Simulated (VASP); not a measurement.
Crystal: AgCl (Chlorargyrite).

```
Ag Cl
1.0
     0.00000    2.73500    2.73500
     2.73500    0.00000    2.73500
     2.73500    2.73500    0.00000
Ag Cl
1 1
Direct
  0.00000 0.00000 0.00000
  0.50000 0.50000 0.53660
```

```yaml
Program: VASP 6.6.1
Task: relaxation of the atoms
Functional: PBE
Potentials_or_basis: VASP PAW PBE potentials, release 64 (Ag, Cl)
Cutoff: 520 eV
k_mesh: 4 × 4 × 4
Occupations: gaussian, width 0.01 eV
Spin: no spin polarisation
```

At the start: pressure 4.3 GPa; volume 20.46 Å³/atom.

Q: Where does the relaxation end?

A: Over 5 steps the energy falls by 7.6 meV/atom; space group Fm-3m (No. 225, to 0.05 Å).

Step by step:
| step | energy change (eV) | largest force (eV/Å) | pressure (GPa) |
| --- | --- | --- | --- |
| 1 | 0.0000 | 0.2182 | 4.34 |
| 2 | -0.0042 | 0.1835 | 4.23 |
| 3 | -0.0127 | 0.0855 | 4.03 |
| 4 | -0.0116 | 0.1036 | 4.06 |
| 5 | -0.0152 | 0.0006 | 3.97 |

Final structure:
```cif
data_structure
_symmetry_space_group_name_H-M 'P 1'
_symmetry_Int_Tables_number 1
_cell_length_a 3.8679
_cell_length_b 3.8679
_cell_length_c 3.8679
_cell_angle_alpha 60.000
_cell_angle_beta 60.000
_cell_angle_gamma 60.000
_cell_volume 40.92
loop_
_atom_site_label
_atom_site_type_symbol
_atom_site_fract_x
_atom_site_fract_y
_atom_site_fract_z
_atom_site_occupancy
Ag1 Ag 0.00000 0.00000 0.01827 1
Cl1 Cl 0.50000 0.50000 0.51833 1
```

Caveat: the k points lie up to 0.50 Å⁻¹ apart.
